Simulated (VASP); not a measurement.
A run of VASP 6.6.1 is set up as follows.

The input POSCAR:

```
HgTe
1.0
    0.0000000000      3.2891972877      3.2891972877
    3.2891972877      0.0000000000      3.2891972877
    3.2891972877      3.2891972877      0.0000000000
Hg Te
1 1
Direct
    0.0000000000      0.0000000000      0.0000000000
    0.2500000000      0.2500000000      0.2500000000
```

Contents of INCAR.step1:

```
  PREC = Accurate
  ENCUT = 550
  ISMEAR = -1
  SIGMA = 0.02
  LREAL = F
  LASPH = T
  NELM = 120
  NBANDS = 16
  GGA = PE
  ALGO = Normal
  EDIFF = 1E-5
  LWAVE = T
  LCHARG = F
  GGA_COMPAT = F
```

INCAR.step2

```
  PREC = Accurate
  ENCUT = 550
  EDIFF = 1E-6
  ISMEAR = -1
  SIGMA = 0.02
  LREAL = F
  LASPH = T
  NELM = 120
  ALGO = Normal
  ISIF = 2
  LWAVE = F
  LCHARG = F
  METAGGA = R2SCAN
  LMIXTAU = T
  NBANDS = 16
  ISTART = 1
  GGA_COMPAT = F
```

KPOINTS

```
regular mesh
0
Gamma
  6 6 6
```

Potentials or basis: VASP PAW PBE potentials, release 64 (Hg, Te).

The run is started by

```bash
$ cat potpaw_PBE.64/Hg/POTCAR potpaw_PBE.64/Te/POTCAR > POTCAR
$ cp INCAR.step1 INCAR
$ mpirun -np 1 vasp_std > vasp.out
$ cp INCAR.step2 INCAR
$ mpirun -np 1 vasp_std > vasp.out
```

**Question.** What does it give for the pressure?

**Answer.** 0.0 GPa.

**Question.** What does it give for the band gap on the k mesh?

**Answer.** Zero (filled and empty bands touch).

Caveat: semilocal functionals underestimate gaps, so a narrow gap can read as zero; the PAW data sets were made with another functional, which shifts forces and pressure a little; spin-orbit coupling is left out, which moves the levels of the heavy elements.
